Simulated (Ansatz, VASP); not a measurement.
## Ag in VASP and in Ansatz

The input INCAR:

```
SYSTEM = Ag
PREC = Accurate
ENCUT = 520
EDIFF = 1E-6
ISMEAR = 0
SIGMA = 0.15
LREAL = .FALSE.
LASPH = .TRUE.
NELM = 60
ALGO = Fast
ISIF = 2
LWAVE = .FALSE.
LCHARG = .FALSE.
GGA = PS
NBANDS = 12
```

Contents of KPOINTS:

```
Automatic mesh
0
G
  20 20 20
  0 0 0
```

The input POSCAR:

```
Ag
1.0
    0.0000000000      2.2065480000      2.1248240000
    2.2065480000      0.0000000000      2.1248240000
    2.2065480000      2.2065480000      0.0000000000
Ag
1
Direct
    0.0000000000      0.0000000000      0.0000000000
```

Input for Ansatz:

```yaml
crystal:
  lattice:
    - [0.0, 2.206548, 2.124824]
    - [2.206548, 0.0, 2.124824]
    - [2.206548, 2.206548, 0.0]
  atoms:
    - { symbol: Ag, position: [0.0, 0.0, 0.0] }
basis:
  ecutwfc: 420
kpoints:
  mp_grid: { grid: [20, 20, 20] }
hamiltonian:
  xc: pbesol
scf:
  occupations: { method: gaussian, width: 0.15 }
output:
  forces: true
  stress: true
  eigenvalues: true
```

Change from the starting cell: strain +0.080 along x and y, +0.040 along z, atoms carried along.

Alike in both runs: task single point; functional PBEsol; k mesh 20 × 20 × 20; occupations gaussian, width 0.15 eV; no spin polarisation.

```csv
,VASP,Ansatz
version,VASP 6.6.1,Ansatz 0.2.0
potentials or method,"VASP PAW PBE potentials, release 64 (Ag), cutoff 520 eV","scalar-relativistic, plane waves, PAW"
valence electrons in the cell,11,19
```

|  | VASP | Ansatz | Ansatz less VASP |
| --- | --- | --- | --- |
| gap on the k mesh at the Fermi level (eV) | none | none | - |
| pressure (GPa) | -13.8 | -13.8 | -0.01 |
| traceless stress, the component that is largest in VASP (GPa) | 0.43 | 0.43 | +0.004 |

VASP's potentials were made for PBE, not for PBEsol. A gap of «none» marks a metal or a gap that the smearing closes. VASP's potentials hold 11 valence electrons a cell and Ansatz's 19, so a difference there can come from the potentials and not from the codes.
